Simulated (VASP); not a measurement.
Write the native input for VASP 6.6.1 that does the following.

| Quantity | Value |
| --- | --- |
| Task | single point |
| Functional | PBE |
| Potentials or basis | VASP PAW PBE potentials, release 64 (Mg, Ge_d, N) |
| Cutoff | 520 eV |
| k mesh | 6 × 6 × 4 |
| Occupations | gaussian, width 0.1 eV |
| Spin | no spin polarisation |
| Dipole correction | no |
| Further INCAR settings | ALGO = Normal; EDIFF = 1e-06; NBANDS = 26 |

The structure of Mg2Ge2N lies in POSCAR:

```
Mg2Ge2N
1.0
    3.0015703400      0.0000000000      0.0000000000
   -1.5007851700      2.5994361700      0.0000000000
    0.0000000000      0.0000000000      7.0022811100
Mg Ge N
2 2 1
Direct
    0.3333333300      0.6666666700      0.0000000000
    0.6666666700      0.3333333300      0.0000000000
    0.3333333300      0.6666666700      0.5000000000
    0.6666666700      0.3333333300      0.5000000000
    0.0000000000      0.0000000000      0.0000000000
```

The input as run:

INCAR

```
SYSTEM = Mg2Ge2N
  PREC = Accurate
  ENCUT = 520
  EDIFF = 1E-6
  ISMEAR = 0
  SIGMA = 0.1
  LREAL = .FALSE.
  LASPH = .TRUE.
  NELM = 100
  ALGO = Normal
  ISIF = 2
  LWAVE = .FALSE.
  LCHARG = .TRUE.
  GGA = PE
  LELF = .TRUE.
  LVHAR = .TRUE.
  NBANDS = 26
```

KPOINTS

```
Automatic mesh
0
G
  6 6 4
  0 0 0
```

Potentials or basis: VASP PAW PBE potentials, release 64 (Mg, Ge_d, N).

Launch:

```sh
$ cat potpaw_PBE.64/Mg/POTCAR potpaw_PBE.64/Ge_d/POTCAR potpaw_PBE.64/N/POTCAR > POTCAR
$ mpirun -np 1 vasp_std > vasp.out
```

Results of the run:

```json
{
  "Pressure": "244.1 GPa"
}
```

Caveat: the k points lie up to 0.40 Å⁻¹ apart.

Wall time 30 s on 1 thread of Intel(R) Xeon(R) Platinum 8259CL CPU @ 2.50GHz (Skylake/Cascade Lake) (shared host), peak memory 0.19 GiB.
